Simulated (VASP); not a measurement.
# Ni (Fm-3m) in VASP: further runs, part 2 of 2

VASP 6.6.1. Earlier steps stand in the parts before.

**3. Single point, PBE, collinear spin, ferromagnetic start**

INCAR

```
  PREC = Accurate
  ENCUT = 520
  EDIFF = 1E-7
  ISMEAR = -1
  SIGMA = 0.1
  LREAL = False
  LASPH = True
  NELM = 150
  ALGO = Normal
  ISIF = 2
  LWAVE = False
  LCHARG = False
  ISPIN = 2
  MAGMOM = 2 2
  LORBIT = 11
  LMAXMIX = 4
  GGA = PE
  NBANDS = 21
```

KPOINTS

```
Automatic mesh
0
Gamma
  14 14 7
```

POSCAR

```
Ni
1.0
    0.0000000000      1.8075000000      1.8075000000
    1.8075000000      0.0000000000      1.8075000000
    3.6150000000      3.6150000000      0.0000000000
Ni
2
Direct
    0.0000000000      0.0000000000      0.0000000000
    0.0000000000      0.0000000000      0.5000000000
```

Potentials or basis: VASP PAW PBE potentials, release 64 (Ni).

Run with:

```
$ cat potpaw_PBE.64/Ni/POTCAR > POTCAR
$ mpirun -np 1 vasp_std > vasp.out
```

OUTCAR:

```text
PREC = Accurate
   ENCUT = 520
   EDIFF = 1E-7
   ISMEAR = -1
   LREAL = False
   LASPH = True
   NELM = 150
   ISIF = 2
   ISPIN = 2
   LORBIT = 11
   GGA = PE

 ion  position               nearest neighbor table
   1  0.000  0.000  0.000-   2 2.56   2 2.56   2 2.56   2 2.56   2 2.56   2 2.56
   2  0.000  0.000  0.500-   1 2.56   1 2.56   1 2.56   1 2.56   1 2.56   1 2.56

  LATTYP: Found a trigonal (rhomboedric) cell.
 ALAT       =     4.4274527101
 COS(alpha) =     0.8333333333

  Lattice vectors:

 A1 = (   3.6150000000,   1.8075000000,  -1.8075000000)
 A2 = (   1.8075000000,   1.8075000000,  -3.6150000000)
 A3 = (   1.8075000000,   3.6150000000,  -1.8075000000)

Analysis of symmetry for initial positions (statically):
=====================================================================
 Subroutine PRICEL returns following result:

  LATTYP: Found a face centered cubic cell.
 ALAT       =     3.6150000000
[... 12 lines left out ...]
 Subroutine GETGRP returns: Found 12 space group operations
 (whereof 12 operations were pure point group operations)
 out of a pool of 12 trial point group operations.

The static configuration has the point symmetry D_3d.

Analysis of symmetry for dynamics (positions and initial velocities):
=====================================================================
 Subroutine PRICEL returns following result:

  LATTYP: Found a face centered cubic cell.
 ALAT       =     3.6150000000
[... 12 lines left out ...]
 Subroutine GETGRP returns: Found 12 space group operations
 (whereof 12 operations were pure point group operations)
 out of a pool of 12 trial point group operations.

The dynamic configuration has the point symmetry D_3d.

Analysis of structural, dynamic, and magnetic symmetry:
=====================================================================
 Subroutine PRICEL returns following result:

  LATTYP: Found a face centered cubic cell.
 ALAT       =     3.6150000000
[... 12 lines left out ...]
 Subroutine GETGRP returns: Found 12 space group operations
 (whereof 12 operations were pure point group operations)
 out of a pool of 12 trial point group operations.

The overall configuration has the point symmetry D_3d.

 Subroutine INISYM returns: Found 12 space group operations
 (whereof 12 operations are pure point group operations),
 and found     2 'primitive' translations

----------------------------------------------------------------------------------------

                                     Primitive cell

  volume of cell :      11.8104

  direct lattice vectors                    reciprocal lattice vectors
     0.000000000  1.807500000  1.807500000    -0.276625173  0.276625173  0.276625173
     1.807500000  0.000000000  1.807500000     0.276625173 -0.276625173  0.276625173
     1.807500000  1.807500000  0.000000000     0.276625173  0.276625173 -0.276625173

  length of vectors
     2.556191014  2.556191014  2.556191014     0.479128854  0.479128854  0.479128854

  position of ions in fractional coordinates (direct lattice)
     0.000000000  0.000000000  0.000000000

  ion indices of the primitive-cell ions
   primitive index   ion index
                 1           1

[... 79 lines left out ...]
   NGXF,Y,Z  is equivalent  to a cutoff of  26.01, 26.01, 26.01 a.u.
 SYSTEM =  unknown system
   PREC   = accura    normal or accurate (medium, high low for compatibility)
   ISTART =      0    job   : 0-new  1-cont  2-samecut
   ICHARG =      2    charge: 1-file 2-atom 10-const
   ISPIN  =      2    spin polarized calculation?
   LNONCOLLINEAR =      F non collinear calculations
   LSORBIT =      F    spin-orbit coupling
   LASPH  =      T    aspherical Exc in radial PAW
   ENCUT  =  520.0 eV  38.22 Ry    6.18 a.u.   4.75  4.75  9.51*2*pi/ulx,y,z
   NELM   =    150;   NELMIN=  2; NELMDL= -5     # of ELM steps
   EDIFF  = 0.1E-06   stopping-criterion for ELM
   LREAL  =      F    real-space projection
   EDIFFG = 0.1E-05   stopping-criterion for IOM
   NSW    =      0    number of steps for IOM
   IBRION =     -1    ionic relax: 0-MD 1-quasi-New 2-CG
   NFREE  =      0    steps in history (QN), initial steepest desc. (CG)
   ISIF   =      2    stress and relaxation
   ISYM   =      2    0-nonsym 1-usesym 2-fastsym
   POTIM  = 0.5000    time-step for ionic-motion
   TEBEG  =    0.0;   TEEND  =   0.0 temperature during run
   PSTRESS=    0.0 pullay stress
   NELECT =      20.0000    total number of electrons
   NUPDOWN=      -1.0000    fix difference up-down
   EMIN   =  10.00;   EMAX   =-10.00  energy-range for DOS
   EFERMI =   0.00;   METHOD = LEGACY
   ISMEAR =    -1;   SIGMA  =   0.10  broadening in eV -4-tet -1-fermi 0-gaus
   EFERMI_NEDOS =   21; number of points for ismear=-14 and -15
   IALGO  =     38    algorithm
   IMIX   =      4    mixing-type and parameters
     AMIX     =   0.40;   BMIX     =  1.00
     AMIX_MAG =   1.60;   BMIX_MAG =  1.00
  volume/ion in A,a.u.               =      11.81        79.70
  Fermi-wavevector in a.u.,A,eV,Ry     =   1.548769  2.926748 32.636078  2.398684
  Thomas-Fermi vector in A             =   2.653671
   LORBIT       =     11    0 simple, 1 ext, 2 COOP (PROOUT), +10 PAW based schemes
   GGA     = PE    functional components
   LHFCALC =     F    Hartree Fock is set to
   AEXX    =    0.0000 exact exchange contribution
   IVDW    =     0    specifies the selected vdW correction
   LEPSILON=     F    determine dielectric tensor
   LRPA    =     F    only Hartree local field effects (RPA)
 spin polarized calculation
  energy-cutoff  :      520.00
  volume of cell :       23.62
 maximum number of plane-waves:       663
   NGX =  9   NGY =  9   NGZ = 19

 number of electron      19.9999978 magnetization       1.2787541

 Free energy of the ion-electron system (eV)
  ---------------------------------------------------
  ext. energy  EPLUGINS =         0.00000000
  ---------------------------------------------------
  free energy    TOTEN  =       -10.91707074 eV

  energy without entropy =      -10.79580524  energy(sigma->0) =      -10.85643799

 E-fermi :   8.2561     XC(G=0): -12.7786

 val. band max:        8.2534137836   @ k =  -0.2857   0.0000   0.1429
 cond. band min:       8.2573607460   @ k =   0.4286   0.2857   0.2857
 fundamental gap:      0.0039469624
 Fermi energy:         8.2560503245

 spin component 1

 k-point     1 :       0.0000    0.0000    0.0000
  band No.  band energies     occupation
      1      -0.1882      1.00000
      2       3.8571      1.00000
      3       6.0272      1.00000
      4       6.0272      1.00000
      5       6.0272      1.00000
      6       6.0470      1.00000
[... 565 lines left out ...]
     20      33.6846      0.00000
     21      35.9851      0.00000

 [... further k-points ...]

 spin component 2

 k-point     1 :       0.0000    0.0000    0.0000
  band No.  band energies     occupation
      1      -0.2296      1.00000
      2       4.2915      1.00000
      3       6.6830      1.00000
      4       6.6830      1.00000
      5       6.7841      1.00000
      6       6.7841      1.00000
[... 565 lines left out ...]
     20      33.6934      0.00000
     21      36.0882      0.00000

 [... further k-points ...]

------------------------ aborting loop because EDIFF is reached ----------------------------------------

  FORCE on cell =-STRESS in cart. coord.  units (eV):
  Direction    XX          YY          ZZ          XY          YZ          ZX
  --------------------------------------------------------------------------------------
  -------------------------------------------------------------------------------------
  Total       -1.8594084     -1.8594084     -1.8594084     -0.0000029      0.0000029      0.0000029
  in kB     -126.1218844   -126.1218844   -126.1218844     -0.0001971      0.0001971      0.0001971
  external PRESSURE =    -126.1218844 kB  Pullay stress =       0.0000000 kB

 VOLUME and BASIS-vectors are now :
 -----------------------------------------------------------------------------
  energy-cutoff  :      520.00
  volume of cell :       23.62
      direct lattice vectors                 reciprocal lattice vectors
     0.000000000  1.807500000  1.807500000    -0.276625173  0.276625173  0.276625173
     1.807500000  0.000000000  1.807500000     0.276625173 -0.276625173  0.276625173
     3.615000000  3.615000000  0.000000000     0.138312586  0.138312586 -0.138312586

 POSITION                                       TOTAL-FORCE (eV/Angst)
 -----------------------------------------------------------------------------------
      0.00000      0.00000      0.00000         0.000000      0.000000      0.000000
      1.80750      1.80750      0.00000        -0.000000     -0.000000     -0.000000
 -----------------------------------------------------------------------------------
    total drift:                               -0.000000     -0.000000      0.000000

  FREE ENERGIE OF THE ION-ELECTRON SYSTEM (eV)
  ---------------------------------------------------
  free  energy   TOTEN  =       -10.9170707442 eV

  energy  without entropy=      -10.7958052394  energy(sigma->0) =      -10.85643799

 total charge

# of ion       s       p       d       tot
------------------------------------------
    1        0.465   0.430   8.282   9.176
    2        0.465   0.430   8.282   9.176
--------------------------------------------------
tot          0.930   0.859  16.563  18.352

 magnetization (x)

# of ion       s       p       d       tot
------------------------------------------
    1       -0.006  -0.024   0.689   0.659
    2       -0.006  -0.024   0.689   0.659
--------------------------------------------------
tot         -0.013  -0.048   1.378   1.317
```

stdout:

```text
POSCAR found type information on POSCAR Ni
 POSCAR found :  1 types and       2 ions
 scaLAPACK will be used
 LDA part: xc-table for (Slater+PW92), standard interpolation
 -----------------------------------------------------------------------------
|                                                                             |
|           W    W    AA    RRRRR   N    N  II  N    N   GGGG   !!!           |
|           W    W   A  A   R    R  NN   N  II  NN   N  G    G  !!!           |
|           W    W  A    A  R    R  N N  N  II  N N  N  G       !!!           |
|           W WW W  AAAAAA  RRRRR   N  N N  II  N  N N  G  GGG   !            |
|           WW  WW  A    A  R   R   N   NN  II  N   NN  G    G                |
|           W    W  A    A  R    R  N    N  II  N    N   GGGG   !!!           |
|                                                                             |
|     Your reciprocal lattice and k-lattice belong to different lattice       |
|     classes:                                                                |
|                                                                             |
|        The reciprocal lattice is rhombohedral (trigonal),                   |
|        whereas your k-lattice is body-centered cubic.                       |
|                                                                             |
|     Results are often still useful ...                                      |
|                                                                             |
 -----------------------------------------------------------------------------

 POSCAR, INCAR and KPOINTS ok, starting setup
 FFT: planning ... GRIDC
 FFT: planning ... GRID_SOFT
 FFT: planning ... GRID
 WAVECAR not read
 entering main loop
```

Wall time 68 s (1 thread of Intel Xeon 6975P-C (Granite Rapids), shared host); peak memory 0.22 GiB.

Results:

- Free energy: -10.9171 eV
- Pressure: -12.6 GPa
- Net moment: 1.28 μB per cell
- Site moments: Ni +0.66 μB
- Valence electrons inside the program's atomic spheres: Ni 9.18

Caveat: the cell stands under tension.

**4. Single point, PBE, collinear spin, antiferromagnetic start**

INCAR

```
SYSTEM = Ni
ALGO     = Normal         ! electronic algorithm
EDIFF    = 1E-6           ! SCF threshold, eV
ENCUT    = 520            ! plane-wave cutoff, eV
GGA      = PE             ! functional
ISIF     = 2              ! what is computed and relaxed
ISMEAR   = -1             ! smearing method
ISPIN    = 2              ! spin polarisation
LASPH    = .TRUE.         ! aspherical terms in the spheres
LCHARG   = .TRUE.         ! write CHGCAR
LELF     = .TRUE.         ! ELF
LMAXMIX  = 4              ! l up to which the mixer works
LORBIT   = 11             ! projections on sites
LREAL    = .FALSE.        ! projectors in reciprocal space
LVHAR    = .TRUE.       
LWAVE    = .FALSE.        ! write WAVECAR
MAGMOM   = 2 -2           ! initial moments
NBANDS   = 21             ! bands
NELM     = 150            ! most SCF steps
PREC     = Accurate       ! precision mode
SIGMA    = 0.1            ! smearing width, eV
```

KPOINTS

```
k-points
0
G
  14 14 7
  0 0 0
```

POSCAR is that of step 3.

Run with:

```
$ cat potpaw_PBE.64/Ni/POTCAR > POTCAR
$ mpirun -np 1 vasp_std > vasp.out
```

Wall time 2 min (1 thread of Intel Xeon 6975P-C (Granite Rapids), shared host); peak memory 0.23 GiB.

It converged, with:

* Free energy: -10.8446 eV
* Pressure: -13.5 GPa
* Band gap on the k mesh: zero (filled and empty bands overlap)
* Net moment: 0.00 μB per cell
* Valence electrons inside the program's atomic spheres: Ni 9.18

Levels at points of the mesh, in eV from the Fermi level:
Spin up:
```csv
k point,band 8,band 9,band 10,band 11,band 12,band 13
"(0.00, 0.00, 0.00)",-0.69,-0.69,-0.04,-0.04,0.00,5.50
"(0.50, 0.00, 0.00)",-0.04,0.00,0.12,0.12,2.56,5.50
```
Spin down:
```
           k point  band 6  band 7  band 8  band 9  band 10  band 11  band 12  band 13  band 14  band 15
(0.00, 0.00, 0.00)   -1.66   -1.66   -0.69   -0.69    -0.04    -0.04     0.00     5.50    21.65    23.11
(0.50, 0.00, 0.00)   -0.05   -0.04   -0.04    0.00     0.12     0.12     2.56     5.50     8.81    14.26
```

Caveat: the cell stands under tension.

**5. Single point, PBE, collinear spin, ferromagnetic start**

INCAR

```
SYSTEM = Ni
PREC     = Accurate       ! precision mode
ENCUT    = 520            ! plane-wave cutoff, eV
EDIFF    = 1E-6           ! SCF threshold, eV
ISMEAR   = -1             ! smearing method
SIGMA    = 0.1            ! smearing width, eV
LREAL    = .False.        ! projectors in reciprocal space
LASPH    = .True.         ! aspherical terms in the spheres
NELM     = 150            ! most SCF steps
ALGO     = Normal         ! electronic algorithm
ISIF     = 2              ! what is computed and relaxed
LWAVE    = .False.        ! write WAVECAR
LCHARG   = .False.        ! write CHGCAR
ISPIN    = 2              ! spin polarisation
MAGMOM   = 0.77 0.77      ! initial moments
LORBIT   = 11             ! projections on sites
LMAXMIX  = 4              ! l up to which the mixer works
GGA      = PE             ! functional
NBANDS   = 21             ! bands
```

KPOINTS

```
Automatic mesh
0
Gamma
  14 14 7
  0 0 0
```

POSCAR is that of step 4.

Run with:

```
$ cat potpaw_PBE.64/Ni/POTCAR > POTCAR
$ mpirun -np 1 vasp_std > vasp.out
```

Wall time 61 s (1 thread of Intel Xeon 6975P-C (Granite Rapids), shared host); peak memory 0.22 GiB.

It converged, with:

```yaml
Free_energy: -10.9171 eV
Pressure: -12.7 GPa
Net_moment: 1.28 μB per cell
Site_moments: Ni +0.66 μB
Valence_electrons_inside_the_program's_atomic_spheres: Ni 9.18
```

Levels at points of the mesh, in eV from the Fermi level:
Spin up:
| k point | band 9 | band 10 | band 11 | band 12 | band 13 | band 14 |
| --- | --- | --- | --- | --- | --- | --- |
| (0.00, 0.00, 0.00) | -1.19 | -0.62 | -0.62 | -0.13 | 5.11 | 21.56 |
| (0.50, 0.00, 0.00) | -0.50 | -0.50 | -0.13 | 2.42 | 5.11 | 8.51 |
Spin down:
```
           k point  band 7  band 8  band 9  band 10  band 11  band 12
(0.00, 0.00, 0.00)   -1.47   -0.58   -0.58    -0.20     0.15     0.15
(0.50, 0.00, 0.00)    0.07    0.15    0.15     0.36     0.36     2.37
```

Caveat: the cell stands under tension.
